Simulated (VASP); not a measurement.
AlN, 4 atoms in the cell. The structure is hexagonal, space group P6_3/mmc (No. 194). Conventional cell: a = 2.833 Å, b = 2.833 Å, c = 4.841 Å, α = 90.00°, β = 90.00°, γ = 120.00°. Within 2.7 Å of Al (site symmetry -3m) lie 6 N at 2.03 Å and 2 Al at 2.42 Å. Within 2.7 Å of N (site symmetry -6m2) lie 6 Al at 2.03 Å. 

* Program: VASP 6.6.1
* Task: single point
* Functional: PBE
* Potentials or basis: VASP PAW PBE potentials, release 64 (Al, N)
* Cutoff: 600 eV
* k mesh: 9 × 9 × 4
* Occupations: gaussian, width 0.01 eV
* Spin: no spin polarisation
* Dipole correction: no
* Further INCAR settings: ALGO = Normal; EDIFF = 1e-06; NBANDS = 16

Potentials or basis: VASP PAW PBE potentials, release 64 (Al, N).

Run with:

```console
$ cat potpaw_PBE.64/Al/POTCAR potpaw_PBE.64/N/POTCAR > POTCAR
$ mpirun -np 1 vasp_std > vasp.out
```

Hardware: 1 thread of Intel(R) Xeon(R) Platinum 8259CL CPU @ 2.50GHz (Skylake/Cascade Lake) (shared host).

Task: How long does it take, and how much memory?

Result: It took 26 s on 1 thread of Intel(R) Xeon(R) Platinum 8259CL CPU @ 2.50GHz (Skylake/Cascade Lake) (shared host), peak memory 0.16 GiB. Counts: scf iterations 13, k points 36.
